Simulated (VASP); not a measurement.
Here is a VASP 6.6.1 calculation.

File POSCAR:

```
GaP
1.0
    0.0000000000      2.7519893758      2.7519893758
    2.7519893758      0.0000000000      2.7519893758
    2.7519893758      2.7519893758      0.0000000000
Ga P
1 1
Direct
    0.0000000000      0.0000000000      0.0000000000
    0.7500000000      0.7500000000      0.7500000000
```

INCAR.step1

```
PREC = Accurate
ENCUT = 520
ISMEAR = 0
SIGMA = 0.05
LREAL = F
LASPH = T
NELM = 80
NBANDS = 16
GGA = PE
ALGO = Normal
EDIFF = 1E-4
LWAVE = T
LCHARG = F
```

The input INCAR.step2:

```
PREC = Accurate
ENCUT = 520
EDIFF = 1E-6
ISMEAR = 0
SIGMA = 0.05
LREAL = F
LASPH = T
NELM = 80
ALGO = Normal
ISIF = 2
LWAVE = F
LCHARG = T
METAGGA = R2SCAN
LMIXTAU = T
IVDW = 12
VDW_S6 = 1.0
VDW_S8 = 0.78981345
VDW_A1 = 0.49484001
VDW_A2 = 5.73083694
LELF = T
LVHAR = T
NBANDS = 16
ISTART = 1
```

KPOINTS

```
Automatic mesh
0
Gamma
  8 8 8
```

Potentials or basis: VASP PAW PBE potentials, release 64 (Ga_d, P).

Run with:

```console
$ cat potpaw_PBE.64/Ga_d/POTCAR potpaw_PBE.64/P/POTCAR > POTCAR
$ cp INCAR.step1 INCAR
$ mpirun -np 1 vasp_std > vasp.out
$ cp INCAR.step2 INCAR
$ mpirun -np 1 vasp_std > vasp.out
```

Q: Estimate the band gap on the k mesh.

A: 1.94 eV, indirect (least direct gap 2.09 eV).

Q: Predict the pressure.

A: -3.6 GPa.

Q: Predict the dispersion energy per atom.

A: -0.145 eV.

Caveat: three body term missing; the PAW data sets were made with another functional, which shifts forces and pressure a little. A k mesh can miss the band edges.
